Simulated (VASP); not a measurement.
# GaGe3 (Fm-3m) in VASP: further runs, part 2 of 2

VASP 6.6.1. The steps go on from the part before.

### 3 Single point, LDA (volume scaled by 0.98)

Input file INCAR:

```
SYSTEM = GaGe3
ALGO     = Normal         ! electronic algorithm
EDIFF    = 1E-7           ! SCF threshold, eV
ENCUT    = 520            ! plane-wave cutoff, eV
ISIF     = 2              ! what is computed and relaxed
ISMEAR   = -1             ! smearing method
LASPH    = .TRUE.         ! aspherical terms in the spheres
LCHARG   = .FALSE.        ! write CHGCAR
LREAL    = .FALSE.        ! projectors in reciprocal space
LWAVE    = .FALSE.        ! write WAVECAR
NBANDS   = 36             ! bands
NELM     = 80             ! most SCF steps
PREC     = Accurate       ! precision mode
SIGMA    = 0.05           ! smearing width, eV
```

Input file KPOINTS:

```
k-points
0
G
  7 7 7
  0 0 0
```

Input file POSCAR:

```
GaGe3
1.0
    0.0000000000      3.3644336506      3.3644336506
    3.3644336506      0.0000000000      3.3644336506
    3.3644336506      3.3644336506      0.0000000000
Ge Ga
3 1
Direct
    0.5000000000      0.5000000000      0.5000000000
    0.7500000000      0.7500000000      0.7500000000
    0.2500000000      0.2500000000      0.2500000000
    0.0000000000      0.0000000000      0.0000000000
```

Potentials or basis: VASP PAW LDA potentials, release 64 (Ge_d, Ga_d).

The run is started by

```
$ cat potpaw_LDA.64/Ge_d/POTCAR potpaw_LDA.64/Ga_d/POTCAR > POTCAR
$ mpirun -np 1 vasp_std > vasp.out
```

OUTCAR:

```text
SYSTEM = GaGe3
   EDIFF = 1E-7
   ENCUT = 520
   ISIF = 2
   ISMEAR = -1
   LASPH = .TRUE.
   LREAL = .FALSE.
   NELM = 80
   PREC = Accurate

 ion  position               nearest neighbor table
   1  0.500  0.500  0.500-   3 2.91   3 2.91   3 2.91   2 2.91   2 2.91   2 2.91   3 2.91   2 2.91

   2  0.750  0.750  0.750-   1 2.91   1 2.91   1 2.91   4 2.91   4 2.91   4 2.91   4 2.91   1 2.91

   3  0.250  0.250  0.250-   4 2.91   4 2.91   4 2.91   1 2.91   1 2.91   1 2.91   4 2.91   1 2.91

   4  0.000  0.000  0.000-   2 2.91   2 2.91   2 2.91   3 2.91   3 2.91   3 2.91   3 2.91   2 2.91

  LATTYP: Found a face centered cubic cell.
 ALAT       =     6.7288673012

  Lattice vectors:

 A1 = (   0.0000000000,   3.3644336506,   3.3644336506)
 A2 = (   3.3644336506,   0.0000000000,   3.3644336506)
 A3 = (   3.3644336506,   3.3644336506,   0.0000000000)

Analysis of symmetry for initial positions (statically):
=====================================================================
 Subroutine PRICEL returns:
 Original cell was already a primitive cell.

 Routine SETGRP: Setting up the symmetry group for a
 face centered cubic supercell.

 Subroutine GETGRP returns: Found 48 space group operations
 (whereof 48 operations were pure point group operations)
 out of a pool of 48 trial point group operations.

The static configuration has the point symmetry O_h .

Analysis of symmetry for dynamics (positions and initial velocities):
=====================================================================
 Subroutine PRICEL returns:
 Original cell was already a primitive cell.

 Routine SETGRP: Setting up the symmetry group for a
 face centered cubic supercell.

 Subroutine GETGRP returns: Found 48 space group operations
 (whereof 48 operations were pure point group operations)
 out of a pool of 48 trial point group operations.

The dynamic configuration has the point symmetry O_h .

 Subroutine INISYM returns: Found 48 space group operations
 (whereof 48 operations are pure point group operations),
 and found     1 'primitive' translations

----------------------------------------------------------------------------------------

                                     Primitive cell

  volume of cell :      76.1668

  direct lattice vectors                    reciprocal lattice vectors
     0.000000000  3.364433651  3.364433651    -0.148613423  0.148613423  0.148613423
     3.364433651  0.000000000  3.364433651     0.148613423 -0.148613423  0.148613423
     3.364433651  3.364433651  0.000000000     0.148613423  0.148613423 -0.148613423

  length of vectors
     4.758027698  4.758027698  4.758027698     0.257405999  0.257405999  0.257405999

  position of ions in fractional coordinates (direct lattice)
     0.500000000  0.500000000  0.500000000
     0.750000000  0.750000000  0.750000000
     0.250000000  0.250000000  0.250000000
     0.000000000  0.000000000  0.000000000

  ion indices of the primitive-cell ions
   primitive index   ion index
                 1           1
                 2           2
                 3           3
                 4           4

----------------------------------------------------------------------------------------

 KPOINTS: k-points

Automatic generation of k-mesh.
 Grid dimensions read from file:
 generate k-points for:    7    7    7

 Generating k-lattice:

  Cartesian coordinates                     Fractional coordinates (reciprocal lattice)
    -0.021230489  0.021230489  0.021230489     0.142857143  0.000000000  0.000000000
     0.021230489 -0.021230489  0.021230489     0.000000000  0.142857143  0.000000000
     0.021230489  0.021230489 -0.021230489     0.000000000  0.000000000  0.142857143

  Length of vectors
     0.036772286  0.036772286  0.036772286

  Shift w.r.t. Gamma in fractional coordinates (k-lattice)
     0.000000000  0.000000000  0.000000000

 Subroutine IBZKPT returns following result:
 ===========================================

 Found     20 irreducible k-points:

 Following reciprocal coordinates:
            Coordinates               Weight
  0.000000  0.000000  0.000000      1.000000
  0.142857  0.000000  0.000000      8.000000
  0.285714  0.000000  0.000000      8.000000
  0.428571  0.000000  0.000000      8.000000
  0.142857  0.142857  0.000000      6.000000
  0.285714  0.142857  0.000000     24.000000
[... 12 lines left out ...]
 -0.428571  0.428571  0.142857     24.000000
 -0.285714  0.428571  0.142857     24.000000
   k-points           NKPTS =     20   k-points in BZ     NKDIM =     20   number of bands    NBANDS=     36
   number of dos      NEDOS =    301   number of ions     NIONS =      4
   total plane-waves  NPLWV =  46656
   dimension x,y,z NGX =    36 NGY =   36 NGZ =   36
   dimension x,y,z NGXF=    72 NGYF=   72 NGZF=   72
   ions per type =               3   1
   NGX,Y,Z   is equivalent  to a cutoff of  12.58, 12.58, 12.58 a.u.
   NGXF,Y,Z  is equivalent  to a cutoff of  25.16, 25.16, 25.16 a.u.
 SYSTEM =  GaGe3
   PREC   = accura    normal or accurate (medium, high low for compatibility)
   ISTART =      0    job   : 0-new  1-cont  2-samecut
   ICHARG =      2    charge: 1-file 2-atom 10-const
   ISPIN  =      1    spin polarized calculation?
   LNONCOLLINEAR =      F non collinear calculations
   LSORBIT =      F    spin-orbit coupling
   LASPH  =      T    aspherical Exc in radial PAW
   ENCUT  =  520.0 eV  38.22 Ry    6.18 a.u.   8.85  8.85  8.85*2*pi/ulx,y,z
   NELM   =     80;   NELMIN=  2; NELMDL= -5     # of ELM steps
   EDIFF  = 0.1E-06   stopping-criterion for ELM
   LREAL  =      F    real-space projection
   EDIFFG = 0.1E-05   stopping-criterion for IOM
   NSW    =      0    number of steps for IOM
   IBRION =     -1    ionic relax: 0-MD 1-quasi-New 2-CG
   NFREE  =      0    steps in history (QN), initial steepest desc. (CG)
   ISIF   =      2    stress and relaxation
   ISYM   =      2    0-nonsym 1-usesym 2-fastsym
   POTIM  = 0.5000    time-step for ionic-motion
   TEBEG  =    0.0;   TEEND  =   0.0 temperature during run
   PSTRESS=    0.0 pullay stress
   NELECT =      55.0000    total number of electrons
   NUPDOWN=      -1.0000    fix difference up-down
   EMIN   =  10.00;   EMAX   =-10.00  energy-range for DOS
   EFERMI =   0.00;   METHOD = LEGACY
   ISMEAR =    -1;   SIGMA  =   0.05  broadening in eV -4-tet -1-fermi 0-gaus
   EFERMI_NEDOS =   21; number of points for ismear=-14 and -15
   IALGO  =     38    algorithm
   IMIX   =      4    mixing-type and parameters
     AMIX     =   0.40;   BMIX     =  1.00
     AMIX_MAG =   1.60;   BMIX_MAG =  1.00
  volume/ion in A,a.u.               =      19.04       128.50
  Fermi-wavevector in a.u.,A,eV,Ry     =   1.468725  2.775487 29.349842  2.157153
  Thomas-Fermi vector in A             =   2.584188
   LORBIT       =      0    0 simple, 1 ext, 2 COOP (PROOUT), +10 PAW based schemes
   GGA     = CA    functional components
   LHFCALC =     F    Hartree Fock is set to
   AEXX    =    0.0000 exact exchange contribution
   IVDW    =     0    specifies the selected vdW correction
   LEPSILON=     F    determine dielectric tensor
   LRPA    =     F    only Hartree local field effects (RPA)
 non-spin polarized calculation
  energy-cutoff  :      520.00
  volume of cell :       76.17
 maximum number of plane-waves:      2085
   NGX = 17   NGY = 17   NGZ = 17

 number of electron      55.0000058 magnetization

 Free energy of the ion-electron system (eV)
  ---------------------------------------------------
  ext. energy  EPLUGINS =         0.00000000
  ---------------------------------------------------
  free energy    TOTEN  =       -18.22898731 eV

  energy without entropy =      -18.21950373  energy(sigma->0) =      -18.22424552

 E-fermi :   6.0331     XC(G=0): -11.4712

 val. band max:        5.9429003993   @ k =  -0.4286   0.1429   0.0000
 cond. band min:       6.1287473801   @ k =   0.4286   0.2857   0.0000
 fundamental gap:      0.1858469809
 Fermi energy:         6.0331173865

 k-point     1 :       0.0000    0.0000    0.0000
  band No.  band energies     occupation
      1     -18.7125      2.00000
      2     -18.7125      2.00000
      3     -18.7066      2.00000
      4     -18.7066      2.00000
      5     -18.7066      2.00000
      6     -18.6850      2.00000
[... 28 lines left out ...]
     35      10.9323      0.00000
     36      15.8576      0.00000
[... 710 lines left out ...]
      6     -18.6790      2.00000
[... 28 lines left out ...]
     35      12.7757      0.00000
     36      13.0778      0.00000

------------------------ aborting loop because EDIFF is reached ----------------------------------------

  FORCE on cell =-STRESS in cart. coord.  units (eV):
  Direction    XX          YY          ZZ          XY          YZ          ZX
  --------------------------------------------------------------------------------------
  -------------------------------------------------------------------------------------
  Total       -2.0640804     -2.0640804     -2.0640804     -0.0000000      0.0000000     -0.0000000
  in kB      -43.4181487    -43.4181487    -43.4181487     -0.0000000      0.0000000     -0.0000000
  external PRESSURE =     -43.4181487 kB  Pullay stress =       0.0000000 kB

 VOLUME and BASIS-vectors are now :
 -----------------------------------------------------------------------------
  energy-cutoff  :      520.00
  volume of cell :       76.17
      direct lattice vectors                 reciprocal lattice vectors
     0.000000000  3.364433651  3.364433651    -0.148613423  0.148613423  0.148613423
     3.364433651  0.000000000  3.364433651     0.148613423 -0.148613423  0.148613423
     3.364433651  3.364433651  0.000000000     0.148613423  0.148613423 -0.148613423

 POSITION                                       TOTAL-FORCE (eV/Angst)
 -----------------------------------------------------------------------------------
      3.36443      3.36443      3.36443         0.000000     -0.000000     -0.000000
      5.04665      5.04665      5.04665        -0.000000     -0.000000     -0.000000
      1.68222      1.68222      1.68222         0.000000      0.000000      0.000000
      0.00000      0.00000      0.00000         0.000000     -0.000000     -0.000000
 -----------------------------------------------------------------------------------
    total drift:                                0.000000      0.000000      0.000000

  FREE ENERGIE OF THE ION-ELECTRON SYSTEM (eV)
  ---------------------------------------------------
  free  energy   TOTEN  =       -18.2289873074 eV

  energy  without entropy=      -18.2195037303  energy(sigma->0) =      -18.22424552
```

Wall time 35 s (1 thread of Intel Xeon Platinum 8488C (Sapphire Rapids), shared host); peak memory 0.19 GiB.

What came out:

```
Free energy : -18.2290 eV
Pressure    : -4.3 GPa
```

### 4 Single point, LDA (volume scaled by 1.04)

Input file INCAR:

```
PREC = Accurate ; ENCUT = 520
EDIFF = 1E-6 ; ISMEAR = -1
SIGMA = 0.05 ; LREAL = F
LASPH = T ; NELM = 80
ALGO = Normal ; ISIF = 2
LWAVE = F ; LCHARG = T
GGA = CA ; LELF = T
LVHAR = T ; NBANDS = 36
```

Input file KPOINTS:

```
Automatic mesh
0
Gamma
  7 7 7
```

Input file POSCAR:

```
GaGe3
1.0
    0.0000000000      3.4317400984      3.4317400984
    3.4317400984      0.0000000000      3.4317400984
    3.4317400984      3.4317400984      0.0000000000
Ge Ga
3 1
Direct
    0.5000000000      0.5000000000      0.5000000000
    0.7500000000      0.7500000000      0.7500000000
    0.2500000000      0.2500000000      0.2500000000
    0.0000000000      0.0000000000      0.0000000000
```

The run is started by

```
$ cat potpaw_LDA.64/Ge_d/POTCAR potpaw_LDA.64/Ga_d/POTCAR > POTCAR
$ mpirun -np 1 vasp_std > vasp.out
```

Run time: 35 s. Hardware: 1 thread of Intel Xeon Platinum 8488C (Sapphire Rapids), shared host; peak memory 0.2 GiB.

Results (log left out):

| Quantity | Value |
| --- | --- |
| Free energy | -18.0591 eV |
| Pressure | -7.0 GPa |

Levels at points of the mesh, in eV from the Fermi level:
```csv
k point,band 26,band 27,band 28,band 29,band 30,band 31
"(0.00, 0.00, 0.00)",-1.38,-1.38,-1.10,-1.10,-1.10,0.34
```

### 5 Single point, PBEsol (volume scaled by 1.02)

Input file INCAR:

```
SYSTEM = GaGe3
ALGO = Normal
EDIFF = 1E-6
ENCUT = 520
GGA = PS
ISIF = 2
ISMEAR = -1
LASPH = .True.
LCHARG = .False.
LREAL = .False.
LWAVE = .False.
NBANDS = 36
NELM = 80
PREC = Accurate
SIGMA = 0.05
```

Input file KPOINTS:

```
k-points
0
Gamma
  7 7 7
  0 0 0
```

Input file POSCAR:

```
GaGe3
1.0
    0.0000000000      3.4095992233      3.4095992233
    3.4095992233      0.0000000000      3.4095992233
    3.4095992233      3.4095992233      0.0000000000
Ge Ga
3 1
Direct
    0.5000000000      0.5000000000      0.5000000000
    0.7500000000      0.7500000000      0.7500000000
    0.2500000000      0.2500000000      0.2500000000
    0.0000000000      0.0000000000      0.0000000000
```

Potentials or basis: VASP PAW PBE potentials, release 64 (Ge_d, Ga_d).

The run is started by

```
$ cat potpaw_PBE.64/Ge_d/POTCAR potpaw_PBE.64/Ga_d/POTCAR > POTCAR
$ mpirun -np 1 vasp_std > vasp.out
```

It took 44 s on 1 thread of Intel Xeon 6975P-C, shared host; peak memory 0.22 GiB.

It converged, with:

```yaml
Free_energy: -17.2893 eV
Pressure: -5.0 GPa
```

Levels at points of the mesh, in eV from the Fermi level:
| k point | band 24 | band 25 | band 26 | band 27 | band 28 | band 29 | band 30 | band 31 | band 32 | band 33 |
| --- | --- | --- | --- | --- | --- | --- | --- | --- | --- | --- |
| (0.00, 0.00, 0.00) | -1.47 | -1.47 | -1.47 | -1.27 | -1.19 | -1.19 | -1.19 | 0.32 | 0.32 | 0.32 |

Caveat: the PAW data sets were made with another functional, which shifts forces and pressure a little.

### 6 Single point, PBEsol (volume scaled by 1.04)

Input file INCAR:

```
SYSTEM = GaGe3
ALGO     = Normal         ! electronic algorithm
EDIFF    = 1E-6           ! SCF threshold, eV
ENCUT    = 520            ! plane-wave cutoff, eV
GGA      = PS             ! functional
ISIF     = 2              ! what is computed and relaxed
ISMEAR   = -1             ! smearing method
LASPH    = .True.         ! aspherical terms in the spheres
LCHARG   = .False.        ! write CHGCAR
LREAL    = .False.        ! projectors in reciprocal space
LWAVE    = .False.        ! write WAVECAR
NBANDS   = 36             ! bands
NELM     = 60             ! most SCF steps
PREC     = Accurate       ! precision mode
SIGMA    = 0.05           ! smearing width, eV
```

KPOINTS is that of step 5.

Input file POSCAR:

```
GaGe3
1.0
    0.0000000000      3.4317400984      3.4317400984
    3.4317400984      0.0000000000      3.4317400984
    3.4317400984      3.4317400984      0.0000000000
Ge Ga
3 1
Direct
    0.5000000000      0.5000000000      0.5000000000
    0.7500000000      0.7500000000      0.7500000000
    0.2500000000      0.2500000000      0.2500000000
    0.0000000000      0.0000000000      0.0000000000
```

Potentials or basis: VASP PAW PBE potentials, release 64 (Ge_d, Ga_d).

The run is started by

```
$ cat potpaw_PBE.64/Ge_d/POTCAR potpaw_PBE.64/Ga_d/POTCAR > POTCAR
$ mpirun -np 1 vasp_std > vasp.out
```

It took 50 s on 1 thread of Intel Xeon 6975P-C, shared host; peak memory 0.23 GiB.

Results (log left out):

| Quantity | Value |
| --- | --- |
| Free energy | -17.2374 eV |
| Pressure | -5.8 GPa |

Levels at points of the mesh, in eV from the Fermi level:
```csv
k point,band 25,band 26,band 27,band 28,band 29,band 30,band 31,band 32
"(0.00, 0.00, 0.00)",-1.42,-1.42,-1.39,-1.14,-1.14,-1.14,0.34,0.34
```

Caveat: the PAW data sets were made with another functional, which shifts forces and pressure a little.

### 7 Summary

| level | potentials or basis | cell | gap on the mesh (eV) | pressure (GPa) |
| --- | --- | --- | --- | --- |
| LDA | VASP PAW LDA potentials, release 64 (Ge_d, Ga_d) | a = 4.725 Å, angles 60.0°, 4 atoms | none | -3.1 |
| LDA | VASP PAW LDA potentials, release 64 (Ge_d, Ga_d) | a = 4.758 Å, angles 60.0°, 4 atoms | none | -4.3 |
| LDA | VASP PAW LDA potentials, release 64 (Ge_d, Ga_d) | a = 4.853 Å, angles 60.0°, 4 atoms | none | -7.0 |
| PBEsol | VASP PAW PBE potentials, release 64 (Ge_d, Ga_d) | a = 4.822 Å, angles 60.0°, 4 atoms | none | -5.0 |
| PBEsol | VASP PAW PBE potentials, release 64 (Ge_d, Ga_d) | a = 4.853 Å, angles 60.0°, 4 atoms | none | -5.8 |

Alike in all rows: task single point; no spin polarisation; k mesh 7 × 7 × 7; cutoff (eV) 520; smearing fermi-dirac 0.05 eV.

Caveats: the PAW data sets were made with another functional, which shifts forces and pressure a little (some runs).

Absolute energies hang on the potentials; compare differences alone.
